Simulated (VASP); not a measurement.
Hg: single point with PBEsol

Hg:

```
Hg
1.0
     0.00000    2.46582    2.46582
     2.46582    0.00000    2.46582
     2.46582    2.46582    0.00000
Hg
1
Direct
  0.00000 0.00000 0.00000
```

This cell differs from its parent crystal: strained.

* Program: VASP 6.6.1
* Task: single point
* Functional: PBEsol
* Potentials or basis: VASP PAW PBE potentials, release 64 (Hg)
* Cutoff: 520 eV
* k mesh: 12 × 12 × 12
* Occupations: gaussian, width 0.05 eV
* Spin: no spin polarisation
* Dipole correction: no
* Further INCAR settings: ALGO = Normal; EDIFF = 1e-07; NBANDS = 12

| Item | Value |
| --- | --- |
| Pressure | -2.4 GPa |
| Band gap on the k mesh | zero (bands 6 and 7 overlap by 0.31 eV) |

Levels at points of the mesh, in eV from the Fermi level:
```tsv
k point	band 3	band 4	band 5	band 6	band 7	band 8	band 9	band 10
(0.00, 0.00, 0.00)	-5.93	-5.93	-5.54	-5.54	12.97	12.97	12.97	13.31
(0.50, 0.00, 0.00)	-5.93	-5.21	-5.21	-1.64	-0.34	10.94	10.94	12.60
(0.50, 0.50, 0.00)	-5.23	-5.12	-5.12	-0.03	0.78	6.67	6.67	10.14
```

It took 21 s on 1 thread of Intel Xeon 8259CL, with other jobs on the host, peak memory 0.17 GiB.

Caveat: the cell differs from its parent crystal (strained); the PAW data sets were made with another functional, which shifts forces and pressure a little; spin-orbit coupling is left out, which moves the levels of the heavy elements.
